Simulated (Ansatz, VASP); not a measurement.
# One calculation of Al4GeRu, two programs

```
Al Ge Ru
1.0
     0.00000    3.52885    3.52885
     3.52885    0.00000    3.52885
     3.52885    3.52885    0.00000
Al Ge Ru
4 1 1
Direct
  0.62388 0.62388 0.62388
  0.12835 0.62388 0.62388
  0.62388 0.12835 0.62388
  0.62388 0.62388 0.12835
  0.25000 0.25000 0.25000
  0.00000 0.00000 0.00000
```

Change from the starting cell: species swapped into the GdInNi4 type (F-43m, No. 216).

Alike in both runs: task single point; functional PBE; k mesh 4 × 4 × 4; occupations gaussian, width 0.1 eV; no spin polarisation.

```csv
,VASP,Ansatz
version,VASP 6.6.1,Ansatz 0.2.0
potentials or method,"VASP PAW PBE potentials, release 64 (Al, Ge_d, Ru_pv), cutoff 520 eV","scalar-relativistic, plane waves, PAW"
valence electrons in the cell,40,42
```

```tsv
	VASP	Ansatz	Ansatz less VASP
gap on the k mesh at the Fermi level (eV)	none	none	-
pressure (GPa)	11.3	11.3	0.00
rms of the force components (eV/Å)	0.445	0.446	+0.0011
```

Atom by atom the forces differ by 0.001 eV/Å (rms over components). A gap of «none» marks a metal or a gap that the smearing closes. VASP's potentials hold 40 valence electrons a cell and Ansatz's 42, so a difference there can come from the potentials and not from the codes.

The k mesh is coarse, so the values compare programs but aren't converged.
